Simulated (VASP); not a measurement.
# Ir (Fm-3m) in VASP: notebook

Ir is run at these levels: LDA; tasks: single point, relaxation of cell and atoms.

Program: VASP 6.6.1. These are calculated values, not measurements. Logs are shortened: lines on timing, memory, paths and dates and some standing lists are left out, and cuts for length are marked.

## Step 1: The cell of the first run

Symmetry: Fm-3m, No. 225, cubic system. Conventional cell: a = 3.809 Å, b = 3.809 Å, c = 3.809 Å, α = 90.00°, β = 90.00°, γ = 90.00°. Ir (site symmetry m-3m) has 12 Ir at 2.69 Å within 3.6 Å.

## Step 2: Single point, LDA

The input, INCAR:

```
SYSTEM = Ir
ALGO = Normal
EDIFF = 1E-6
ENCUT = 500
GGA_COMPAT = .False.
ISIF = 2
ISMEAR = -1
LASPH = .True.
LCHARG = .False.
LREAL = .False.
LWAVE = .False.
NBANDS = 10
NELM = 120
PREC = Accurate
SIGMA = 0.05
```

The input, KPOINTS:

```
k-points
0
Gamma
  9 9 9
  0 0 0
```

The input, POSCAR:

```
Ir
1.0
    0.0000000000      1.9045992503      1.9045992503
    1.9045992503      0.0000000000      1.9045992503
    1.9045992503      1.9045992503      0.0000000000
Ir
1
Direct
    0.0000000000      0.0000000000      0.0000000000
```

Potentials or basis: VASP PAW LDA potentials, release 64 (Ir).

On the command line:

```bash
cat potpaw_LDA.64/Ir/POTCAR > POTCAR
mpirun -np 1 vasp_std > vasp.out
```

OUTCAR:

```text
SYSTEM = Ir
   EDIFF = 1E-6
   ENCUT = 500
   ISIF = 2
   ISMEAR = -1
   LASPH = .True.
   LREAL = .False.
   NELM = 120
   PREC = Accurate

 ion  position               nearest neighbor table
   1  0.000  0.000  0.000-

  LATTYP: Found a face centered cubic cell.
 ALAT       =     3.8091985006

  Lattice vectors:

 A1 = (   0.0000000000,   1.9045992503,   1.9045992503)
 A2 = (   1.9045992503,   0.0000000000,   1.9045992503)
 A3 = (   1.9045992503,   1.9045992503,   0.0000000000)

Analysis of symmetry for initial positions (statically):
=====================================================================
 Subroutine PRICEL returns:
 Original cell was already a primitive cell.

 Routine SETGRP: Setting up the symmetry group for a
 face centered cubic supercell.

 Subroutine GETGRP returns: Found 48 space group operations
 (whereof 48 operations were pure point group operations)
 out of a pool of 48 trial point group operations.

The static configuration has the point symmetry O_h .

Analysis of symmetry for dynamics (positions and initial velocities):
=====================================================================
 Subroutine PRICEL returns:
 Original cell was already a primitive cell.

 Routine SETGRP: Setting up the symmetry group for a
 face centered cubic supercell.

 Subroutine GETGRP returns: Found 48 space group operations
 (whereof 48 operations were pure point group operations)
 out of a pool of 48 trial point group operations.

The dynamic configuration has the point symmetry O_h .

 Subroutine INISYM returns: Found 48 space group operations
 (whereof 48 operations are pure point group operations),
 and found     1 'primitive' translations

----------------------------------------------------------------------------------------

                                     Primitive cell

  volume of cell :      13.8179

  direct lattice vectors                    reciprocal lattice vectors
     0.000000000  1.904599250  1.904599250    -0.262522418  0.262522418  0.262522418
     1.904599250  0.000000000  1.904599250     0.262522418 -0.262522418  0.262522418
     1.904599250  1.904599250  0.000000000     0.262522418  0.262522418 -0.262522418

  length of vectors
     2.693510091  2.693510091  2.693510091     0.454702166  0.454702166  0.454702166

  position of ions in fractional coordinates (direct lattice)
     0.000000000  0.000000000  0.000000000

  ion indices of the primitive-cell ions
   primitive index   ion index
                 1           1

----------------------------------------------------------------------------------------

 KPOINTS: k-points

Automatic generation of k-mesh.
 Grid dimensions read from file:
 generate k-points for:    9    9    9

 Generating k-lattice:

  Cartesian coordinates                     Fractional coordinates (reciprocal lattice)
    -0.029169158  0.029169158  0.029169158     0.111111111  0.000000000  0.000000000
     0.029169158 -0.029169158  0.029169158     0.000000000  0.111111111  0.000000000
     0.029169158  0.029169158 -0.029169158     0.000000000  0.000000000  0.111111111

  Length of vectors
     0.050522463  0.050522463  0.050522463

  Shift w.r.t. Gamma in fractional coordinates (k-lattice)
     0.000000000  0.000000000  0.000000000

 Subroutine IBZKPT returns following result:
 ===========================================

 Found     35 irreducible k-points:

 Following reciprocal coordinates:
            Coordinates               Weight
  0.000000  0.000000  0.000000      1.000000
  0.111111  0.000000  0.000000      8.000000
  0.222222  0.000000  0.000000      8.000000
  0.333333  0.000000  0.000000      8.000000
  0.444444  0.000000  0.000000      8.000000
  0.111111  0.111111  0.000000      6.000000
[... 16 lines left out ...]
 -0.333333  0.333333  0.000000     12.000000
  0.444444  0.444444  0.000000      6.000000
 [... further k-points ...]
   k-points           NKPTS =     35   k-points in BZ     NKDIM =     35   number of bands    NBANDS=     10
   number of dos      NEDOS =    301   number of ions     NIONS =      1
   total plane-waves  NPLWV =   8000
   dimension x,y,z NGX =    20 NGY =   20 NGZ =   20
   dimension x,y,z NGXF=    40 NGYF=   40 NGZF=   40
   ions per type =               1
   NGX,Y,Z   is equivalent  to a cutoff of  12.34, 12.34, 12.34 a.u.
   NGXF,Y,Z  is equivalent  to a cutoff of  24.69, 24.69, 24.69 a.u.
 SYSTEM =  Ir
   PREC   = accura    normal or accurate (medium, high low for compatibility)
   ISTART =      0    job   : 0-new  1-cont  2-samecut
   ICHARG =      2    charge: 1-file 2-atom 10-const
   ISPIN  =      1    spin polarized calculation?
   LNONCOLLINEAR =      F non collinear calculations
   LSORBIT =      F    spin-orbit coupling
   LASPH  =      T    aspherical Exc in radial PAW
   ENCUT  =  500.0 eV  36.75 Ry    6.06 a.u.   4.91  4.91  4.91*2*pi/ulx,y,z
   NELM   =    120;   NELMIN=  2; NELMDL= -5     # of ELM steps
   EDIFF  = 0.1E-05   stopping-criterion for ELM
   LREAL  =      F    real-space projection
   EDIFFG = 0.1E-04   stopping-criterion for IOM
   NSW    =      0    number of steps for IOM
   IBRION =     -1    ionic relax: 0-MD 1-quasi-New 2-CG
   NFREE  =      0    steps in history (QN), initial steepest desc. (CG)
   ISIF   =      2    stress and relaxation
   ISYM   =      2    0-nonsym 1-usesym 2-fastsym
   POTIM  = 0.5000    time-step for ionic-motion
   TEBEG  =    0.0;   TEEND  =   0.0 temperature during run
   PSTRESS=    0.0 pullay stress
   NELECT =       9.0000    total number of electrons
   NUPDOWN=      -1.0000    fix difference up-down
   EMIN   =  10.00;   EMAX   =-10.00  energy-range for DOS
   EFERMI =   0.00;   METHOD = LEGACY
   ISMEAR =    -1;   SIGMA  =   0.05  broadening in eV -4-tet -1-fermi 0-gaus
   EFERMI_NEDOS =   21; number of points for ismear=-14 and -15
   IALGO  =     38    algorithm
   IMIX   =      4    mixing-type and parameters
     AMIX     =   0.40;   BMIX     =  1.00
     AMIX_MAG =   1.60;   BMIX_MAG =  1.00
  volume/ion in A,a.u.               =      13.82        93.25
  Fermi-wavevector in a.u.,A,eV,Ry     =   1.419086  2.681684 27.399483  2.013805
  Thomas-Fermi vector in A             =   2.540144
   LORBIT       =      0    0 simple, 1 ext, 2 COOP (PROOUT), +10 PAW based schemes
   GGA     = CA    functional components
   LHFCALC =     F    Hartree Fock is set to
   AEXX    =    0.0000 exact exchange contribution
   IVDW    =     0    specifies the selected vdW correction
   LEPSILON=     F    determine dielectric tensor
   LRPA    =     F    only Hartree local field effects (RPA)
 non-spin polarized calculation
  energy-cutoff  :      500.00
  volume of cell :       13.82
 maximum number of plane-waves:       361
   NGX =  9   NGY =  9   NGZ =  9

 number of electron       9.0000001 magnetization

 Free energy of the ion-electron system (eV)
  ---------------------------------------------------
  ext. energy  EPLUGINS =         0.00000000
  ---------------------------------------------------
  free energy    TOTEN  =       -10.35051884 eV

  energy without entropy =      -10.34672531  energy(sigma->0) =      -10.34862207

 E-fermi :  10.6381     XC(G=0): -14.2769

 val. band max:       10.4866874946   @ k =   0.3333   0.0000   0.0000
 cond. band min:      10.6877827605   @ k =  -0.4444   0.4444   0.1111
 fundamental gap:      0.2010952660
 Fermi energy:        10.6380594547

 k-point     1 :       0.0000    0.0000    0.0000
  band No.  band energies     occupation
      1      -0.6296      2.00000
      2       6.6711      2.00000
      3       6.6711      2.00000
      4       6.6711      2.00000
      5       9.4862      2.00000
      6       9.4862      2.00000
      7      25.0352      0.00000
      8      30.6995      0.00000
      9      30.6995      0.00000
     10      30.6995      0.00000

 k-point     2 :       0.1111    0.0000    0.0000
  band No.  band energies     occupation
      1      -0.0793      2.00000
      2       6.3991      2.00000
      3       6.8967      2.00000
      4       6.8967      2.00000
      5       9.3542      2.00000
      6       9.3542      2.00000
      7      25.9652      0.00000
      8      28.5080      0.00000
      9      31.6216      0.00000
     10      31.6216      0.00000

 k-point     3 :       0.2222    0.0000    0.0000
  band No.  band energies     occupation
      1       1.2711      2.00000
      2       6.0951      2.00000
      3       7.1578      2.00000
      4       7.1578      2.00000
      5       9.4829      2.00000
      6       9.4829      2.00000
      7      25.3664      0.00000
      8      27.6733      0.00000
      9      34.0375      0.00000
     10      34.0375      0.00000

 k-point     4 :       0.3333    0.0000    0.0000
  band No.  band energies     occupation
      1       2.2613      2.00000
      2       6.9025      2.00000
      3       6.9025      2.00000
      4       7.1269      2.00000
      5      10.4867      1.90760
      6      10.4867      1.90760
      7      22.2009      0.00000
      8      26.3411      0.00000
      9      33.6035      0.00000
     10      33.6035      0.00000
[... 222 lines left out ...]
 k-point    22 :      -0.4444    0.3333    0.0000
  band No.  band energies     occupation
      1       3.4095      2.00000
      2       4.3400      2.00000
      3       7.8742      2.00000
      4       9.7522      2.00000
      5      11.7042      0.00000
      6      16.7865      0.00000
      7      18.1861      0.00000
      8      23.8186      0.00000
      9      26.0083      0.00000
     10      32.1364      0.00000

 k-point    23 :      -0.3333    0.3333    0.0000
  band No.  band energies     occupation
      1       4.0291      2.00000
      2       5.2343      2.00000
      3       6.7234      2.00000
      4       9.0521      2.00000
      5      10.7294      0.27724
      6      15.8771      0.00000
      7      20.9265      0.00000
      8      21.9581      0.00000
      9      28.8501      0.00000
     10      30.6129      0.00000

 k-point    24 :       0.4444    0.4444    0.0000
  band No.  band energies     occupation
      1       2.6107      2.00000
      2       3.1873      2.00000
      3      11.5674      0.00000
      4      11.6999      0.00000
      5      11.9499      0.00000
      6      11.9499      0.00000
      7      22.5903      0.00000
      8      23.0421      0.00000
      9      23.0421      0.00000
     10      32.0883      0.00000

 [... further k-points ...]
[... 5 lines left out ...]
  --------------------------------------------------------------------------------------
  -------------------------------------------------------------------------------------
  Total        0.2263555      0.2263555      0.2263555     -0.0000000      0.0000000      0.0000000
  in kB       26.2458584     26.2458584     26.2458584     -0.0000000      0.0000000      0.0000000
  external PRESSURE =      26.2458584 kB  Pullay stress =       0.0000000 kB

 VOLUME and BASIS-vectors are now :
 -----------------------------------------------------------------------------
  energy-cutoff  :      500.00
  volume of cell :       13.82
      direct lattice vectors                 reciprocal lattice vectors
     0.000000000  1.904599250  1.904599250    -0.262522418  0.262522418  0.262522418
     1.904599250  0.000000000  1.904599250     0.262522418 -0.262522418  0.262522418
     1.904599250  1.904599250  0.000000000     0.262522418  0.262522418 -0.262522418

 POSITION                                       TOTAL-FORCE (eV/Angst)
 -----------------------------------------------------------------------------------
      0.00000      0.00000      0.00000         0.000000      0.000000      0.000000
 -----------------------------------------------------------------------------------
    total drift:                                0.000000     -0.000000     -0.000000

  FREE ENERGIE OF THE ION-ELECTRON SYSTEM (eV)
  ---------------------------------------------------
  free  energy   TOTEN  =       -10.3505188383 eV

  energy  without entropy=      -10.3467253074  energy(sigma->0) =      -10.34862207
```

Wall time 2.1 s (1 thread of Intel Xeon 6975P-C (Granite Rapids), shared host); peak memory 0.12 GiB.

Results:

```
Free energy : -10.3505 eV
Pressure    : 2.6 GPa
```

Caveat: spin-orbit coupling is left out, which moves the levels of the heavy elements.

## Step 3: Relaxation of cell and atoms, LDA

This run uses another cell than the first one, of 14.06 Å³/atom, 1.017 times its volume.

The input, INCAR:

```
ALGO = Normal
EDIFF = 1E-7
EDIFFG = -0.03
ENCUT = 500
GGA_COMPAT = F
IBRION = 2
ISIF = 3
ISMEAR = -1
LASPH = T
LCHARG = F
LREAL = F
LWAVE = F
NELM = 120
NELMIN = 4
NSW = 60
PREC = Accurate
SIGMA = 0.05
```

The input, KPOINTS:

```
k-points
0
Gamma
  9 9 9
```

The input, POSCAR:

```
Ir
1.0
    0.0000000000      1.9156000000      1.9156000000
    1.9156000000      0.0000000000      1.9156000000
    1.9156000000      1.9156000000      0.0000000000
Ir
1
Direct
    0.0000000000      0.0000000000      0.0000000000
```

Potentials or basis: VASP PAW LDA potentials, release 64 (Ir).

On the command line:

```bash
cat potpaw_LDA.64/Ir/POTCAR > POTCAR
mpirun -np 1 vasp_std > vasp.out
```

Wall time 4.4 s (1 thread of Intel Xeon 6975P-C (Granite Rapids), shared host); peak memory 0.12 GiB.

It converged, with:

| Item | Value |
| --- | --- |
| Free energy | -10.3514 eV |
| Relaxed volume | 13.91 Å³/atom |
| Relaxed cell | a = 2.699 Å, b = 2.699 Å, c = 2.699 Å, α = 60.00°, β = 60.00°, γ = 60.00° |
| Space group after relaxing (to 0.05 Å) | Fm-3m (No. 225) |
| Energy gained by relaxing | 2.1 meV/atom |
| Ionic steps | 3 |
| Pressure after relaxing | -0.1 GPa |

Step by step:
| step | energy change (eV) | largest force (eV/Å) | pressure (GPa) | volume (Å³) |
| --- | --- | --- | --- | --- |
| 1 | 0.0000 | 0.0000 | -4.32 | 14.06 |
| 2 | 0.0344 | 0.0000 | 20.21 | 13.30 |
| 3 | -0.0021 | 0.0000 | -0.09 | 13.91 |

Final structure:
```
CELL_PARAMETERS angstrom
0.00000 1.90879 1.90879
1.90879 0.00000 1.90879
1.90879 1.90879 0.00000
ATOMIC_POSITIONS crystal
Ir 0.00000 0.00000 0.00000
```

Levels at points of the mesh, in eV from the Fermi level:
| k point | band 1 | band 2 | band 3 | band 4 | band 5 | band 6 | band 7 | band 8 |
| --- | --- | --- | --- | --- | --- | --- | --- | --- |
| (0.00, 0.00, 0.00) | -11.20 | -3.93 | -3.93 | -3.93 | -1.14 | -1.14 | 14.41 | 20.04 |

Caveat: spin-orbit coupling is left out, which moves the levels of the heavy elements.
